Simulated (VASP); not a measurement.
# Se (Fm-3m) in VASP: a series of runs, part 2 of 2

VASP 6.6.1. Earlier steps stand in the parts before.

## 4. Single point, RPBE (19.34 Å³/atom)

This run uses another cell than the first one, of 19.34 Å³/atom.

INCAR

```
SYSTEM = Se
ALGO = Normal
EDIFF = 1E-7
ENCUT = 520
GGA = RP
ISIF = 2
ISMEAR = -1
LASPH = .True.
LCHARG = .True.
LELF = .True.
LREAL = .False.
LVHAR = .True.
LWAVE = .False.
NBANDS = 9
NELM = 80
PREC = Accurate
SIGMA = 0.1
```

KPOINTS

```
k-points
0
Gamma
  14 14 14
  0 0 0
```

POSCAR

```
Se
1.0
    0.0000000000      2.1304231006      2.1304231006
    2.1304231006      0.0000000000      2.1304231006
    2.1304231006      2.1304231006      0.0000000000
Se
1
Direct
    0.0000000000      0.0000000000      0.0000000000
```

Potentials or basis: VASP PAW PBE potentials, release 64 (Se).

Started as:

```sh
$ cat potpaw_PBE.64/Se/POTCAR > POTCAR
$ mpirun -np 1 vasp_std > vasp.out
```

OUTCAR:

```text
SYSTEM = Se
   EDIFF = 1E-7
   ENCUT = 520
   GGA = RP
   ISIF = 2
   ISMEAR = -1
   LASPH = .True.
   LREAL = .False.
   NELM = 80
   PREC = Accurate

 ion  position               nearest neighbor table
   1  0.000  0.000  0.000-

  LATTYP: Found a face centered cubic cell.
 ALAT       =     4.2608462012

  Lattice vectors:

 A1 = (   0.0000000000,   2.1304231006,   2.1304231006)
 A2 = (   2.1304231006,   0.0000000000,   2.1304231006)
[... 466 lines left out ...]
      9      24.9326      0.00000

 [... further k-points ...]

------------------------ aborting loop because EDIFF is reached ----------------------------------------

  FORCE on cell =-STRESS in cart. coord.  units (eV):
  Direction    XX          YY          ZZ          XY          YZ          ZX
  --------------------------------------------------------------------------------------
  -------------------------------------------------------------------------------------
  Total        0.7305544      0.7305544      0.7305544      0.0000000     -0.0000000      0.0000000
  in kB       60.5251050     60.5251050     60.5251050      0.0000000     -0.0000000      0.0000000
  external PRESSURE =      60.5251050 kB  Pullay stress =       0.0000000 kB

 VOLUME and BASIS-vectors are now :
 -----------------------------------------------------------------------------
  energy-cutoff  :      520.00
  volume of cell :       19.34
      direct lattice vectors                 reciprocal lattice vectors
     0.000000000  2.130423101  2.130423101    -0.234695164  0.234695164  0.234695164
     2.130423101  0.000000000  2.130423101     0.234695164 -0.234695164  0.234695164
     2.130423101  2.130423101  0.000000000     0.234695164  0.234695164 -0.234695164

 POSITION                                       TOTAL-FORCE (eV/Angst)
 -----------------------------------------------------------------------------------
      0.00000      0.00000      0.00000         0.000000      0.000000     -0.000000
 -----------------------------------------------------------------------------------
    total drift:                                0.000000     -0.000000     -0.000000

  FREE ENERGIE OF THE ION-ELECTRON SYSTEM (eV)
  ---------------------------------------------------
  free  energy   TOTEN  =        -2.3439497047 eV

  energy  without entropy=       -2.3132679006  energy(sigma->0) =       -2.32860880
```

stdout:

```text
POSCAR found type information on POSCAR Se
 POSCAR found :  1 types and       1 ions
 scaLAPACK will be used
 -----------------------------------------------------------------------------
|                                                                             |
|                                                                             |
|     You enforced a specific xc type in the INCAR file but a different       |
|     I HOPE YOU KNOW WHAT YOU ARE DOING!                                     |
|                                                                             |
 -----------------------------------------------------------------------------

 LDA part: xc-table for (Slater+PW92), standard interpolation
 POSCAR, INCAR and KPOINTS ok, starting setup
 FFT: planning ... GRIDC
 FFT: planning ... GRID_SOFT
 FFT: planning ... GRID
 WAVECAR not read
 entering main loop
```

Wall time 15 s (1 thread of Intel Xeon 8259CL, shared host); peak memory 0.15 GiB.

What came out:

```
Free energy            : -2.3439 eV
Pressure               : 6.1 GPa
Band gap on the k mesh : zero (bands 3 and 4 overlap by 5.67 eV)
```

Caveat: the cell stands under pressure; the PAW data sets were made with another functional, which shifts forces and pressure a little.

## 5. Single point, RPBE (20.18 Å³/atom)

This run uses another cell than the first one, of 20.18 Å³/atom.

INCAR

```
PREC = Accurate
ENCUT = 520
EDIFF = 1E-6
ISMEAR = -1
SIGMA = 0.1
LREAL = F
LASPH = T
NELM = 60
ALGO = Normal
ISIF = 2
LWAVE = F
LCHARG = F
GGA = RP
NBANDS = 9
```

KPOINTS

```
regular mesh
0
Gamma
  14 14 14
```

POSCAR

```
Se
1.0
    0.0000000000      2.1608618287      2.1608618287
    2.1608618287      0.0000000000      2.1608618287
    2.1608618287      2.1608618287      0.0000000000
Se
1
Direct
    0.0000000000      0.0000000000      0.0000000000
```

Potentials or basis: VASP PAW PBE potentials, release 64 (Se).

Started as:

```sh
$ cat potpaw_PBE.64/Se/POTCAR > POTCAR
$ mpirun -np 1 vasp_std > vasp.out
```

OUTCAR:

```text
PREC = Accurate
   ENCUT = 520
   EDIFF = 1E-6
   ISMEAR = -1
   LREAL = F
   LASPH = T
   NELM = 60
   ISIF = 2
   GGA = RP

 ion  position               nearest neighbor table
   1  0.000  0.000  0.000-

  LATTYP: Found a face centered cubic cell.
 ALAT       =     4.3217236574

  Lattice vectors:

 A1 = (   0.0000000000,   2.1608618287,   2.1608618287)
 A2 = (   2.1608618287,   0.0000000000,   2.1608618287)
 A3 = (   2.1608618287,   2.1608618287,   0.0000000000)

Analysis of symmetry for initial positions (statically):
=====================================================================
 Subroutine PRICEL returns:
 Original cell was already a primitive cell.

 Routine SETGRP: Setting up the symmetry group for a
 face centered cubic supercell.

 Subroutine GETGRP returns: Found 48 space group operations
 (whereof 48 operations were pure point group operations)
 out of a pool of 48 trial point group operations.

The static configuration has the point symmetry O_h .

Analysis of symmetry for dynamics (positions and initial velocities):
=====================================================================
[... 161 lines left out ...]

 k-point     1 :       0.0000    0.0000    0.0000
  band No.  band energies     occupation
      1     -10.4985      2.00000
      2       8.6713      0.00000
      3       8.6713      0.00000
      4       8.6713      0.00000
      5      16.8657      0.00000
      6      17.6175      0.00000
      7      17.6175      0.00000
      8      17.6175      0.00000
      9      21.1054      0.00000
[... 265 lines left out ...]
 k-point    24 :       0.2857    0.1429    0.0000
  band No.  band energies     occupation
      1      -9.0557      2.00000
      2       3.6717      2.00000
      3       6.8731      0.00001
      4       6.9690      0.00000
      5      14.7110      0.00000
      6      16.4410      0.00000
      7      19.1154      0.00000
      8      20.0497      0.00000
      9      23.8836      0.00000

 [... further k-points ...]

------------------------ aborting loop because EDIFF is reached ----------------------------------------

  FORCE on cell =-STRESS in cart. coord.  units (eV):
  Direction    XX          YY          ZZ          XY          YZ          ZX
  --------------------------------------------------------------------------------------
  -------------------------------------------------------------------------------------
  Total        0.3297878      0.3297878      0.3297878     -0.0000000     -0.0000000     -0.0000000
  in kB       26.1838910     26.1838910     26.1838910     -0.0000000     -0.0000000     -0.0000000
  external PRESSURE =      26.1838910 kB  Pullay stress =       0.0000000 kB

 VOLUME and BASIS-vectors are now :
 -----------------------------------------------------------------------------
  energy-cutoff  :      520.00
  volume of cell :       20.18
      direct lattice vectors                 reciprocal lattice vectors
     0.000000000  2.160861829  2.160861829    -0.231389158  0.231389158  0.231389158
     2.160861829  0.000000000  2.160861829     0.231389158 -0.231389158  0.231389158
     2.160861829  2.160861829  0.000000000     0.231389158  0.231389158 -0.231389158

 POSITION                                       TOTAL-FORCE (eV/Angst)
 -----------------------------------------------------------------------------------
      0.00000      0.00000      0.00000         0.000000      0.000000      0.000000
 -----------------------------------------------------------------------------------
    total drift:                                0.000000     -0.000000     -0.000000

  FREE ENERGIE OF THE ION-ELECTRON SYSTEM (eV)
  ---------------------------------------------------
  free  energy   TOTEN  =        -2.3664134657 eV

  energy  without entropy=       -2.3340838470  energy(sigma->0) =       -2.35024866
```

OSZICAR:

```text
N       E                     dE             d eps       ncg     rms          rms(c)
DAV:   1     0.903719723427E+01    0.90372E+01   -0.29897E+03  1904   0.579E+02
DAV:   2    -0.213069830079E+01   -0.11168E+02   -0.10849E+02  2597   0.745E+01
DAV:   3    -0.236945980582E+01   -0.23876E+00   -0.23623E+00  2201   0.972E+00
DAV:   4    -0.236987844078E+01   -0.41863E-03   -0.41861E-03  2582   0.460E-01
DAV:   5    -0.236987873243E+01   -0.29164E-06   -0.29160E-06  2259   0.106E-02    0.312E+00
DAV:   6    -0.236704114843E+01    0.28376E-02   -0.35049E-03  2101   0.321E-01    0.183E+00
DAV:   7    -0.236639281714E+01    0.64833E-03   -0.59238E-03  2063   0.428E-01    0.826E-02
DAV:   8    -0.236641317523E+01   -0.20358E-04   -0.14002E-04  2152   0.770E-02    0.898E-03
DAV:   9    -0.236641346566E+01   -0.29043E-06   -0.12535E-06  2347   0.866E-03
   1 F= -.23664135E+01 E0= -.23502487E+01  d E =-.323296E-01
```

Run time: 11 s. Hardware: 1 thread of Intel Xeon 8259CL, shared host; peak memory 0.15 GiB.

Results:

- Free energy: -2.3664 eV
- Pressure: 2.6 GPa
- Band gap on the k mesh: zero (bands 3 and 4 overlap by 5.27 eV)

Caveat: the PAW data sets were made with another functional, which shifts forces and pressure a little.

## 6. Overview

| cell | k mesh | gap on the mesh (eV) | pressure (GPa) |
| --- | --- | --- | --- |
| a = 3.098 Å, angles 60.0°, 1 atom | 12 × 12 × 12 | none | -0.1 |
| a = 2.969 Å, angles 60.0°, 1 atom | 14 × 14 × 14 | none | 10.3 |
| a = 3.013 Å, angles 60.0°, 1 atom | 14 × 14 × 14 | none | 6.1 |
| a = 3.056 Å, angles 60.0°, 1 atom | 14 × 14 × 14 | none | 2.6 |

Alike in all rows: task single point; level RPBE; potentials or basis VASP PAW PBE potentials, release 64 (Se); no spin polarisation; cutoff (eV) 520; smearing fermi-dirac 0.1 eV.

Caveats: the PAW data sets were made with another functional, which shifts forces and pressure a little; the cell stands under pressure (at least some runs).

Absolute energies hang on the potentials; compare differences alone.
